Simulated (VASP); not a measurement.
A run of VASP 6.6.1:

Contents of POSCAR:

```
CuAu3
1.0
    4.0109680156      0.0000000000      0.0000000000
    0.0000000000      4.0109680156      0.0000000000
    0.0000000000      0.0000000000      4.0109680156
Cu Au
1 3
Direct
    0.0000000000      0.0000000000      0.0000000000
    0.0000000000      0.5000000000      0.5000000000
    0.5000000000      0.0000000000      0.5000000000
    0.5000000000      0.5000000000      0.0000000000
```

The input INCAR.step1:

```
SYSTEM = CuAu3
  PREC = Accurate
  ENCUT = 520
  ISMEAR = 0
  SIGMA = 0.1
  LREAL = .FALSE.
  LASPH = .TRUE.
  NELM = 100
  NBANDS = 30
  GGA = PE
  ALGO = Normal
  EDIFF = 1E-4
  LWAVE = .TRUE.
  LCHARG = .FALSE.
```

INCAR.step2

```
SYSTEM = CuAu3
  PREC = Accurate
  ENCUT = 520
  EDIFF = 1E-7
  ISMEAR = 0
  SIGMA = 0.1
  LREAL = .FALSE.
  LASPH = .TRUE.
  NELM = 100
  ALGO = Normal
  ISIF = 2
  LWAVE = .FALSE.
  LCHARG = .FALSE.
  METAGGA = R2SCAN
  LMIXTAU = .TRUE.
  NBANDS = 30
  ISTART = 1
```

The input KPOINTS:

```
regular mesh
0
G
  10 10 10
  0 0 0
```

Potentials or basis: VASP PAW PBE potentials, release 64 (Cu, Au).

The run is started by

```bash
$ cat potpaw_PBE.64/Cu/POTCAR potpaw_PBE.64/Au/POTCAR > POTCAR
$ cp INCAR.step1 INCAR
$ mpirun -np 1 vasp_std > vasp.out
$ cp INCAR.step2 INCAR
$ mpirun -np 1 vasp_std > vasp.out
```

Hardware: 1 thread of Intel Xeon 8259CL (shared host).

Task: How long does it take, and how much memory?

Result: Run time: 7 min on 1 thread of Intel Xeon 8259CL, on a shared host, peak memory 0.24 GiB. Counts: k points 56.
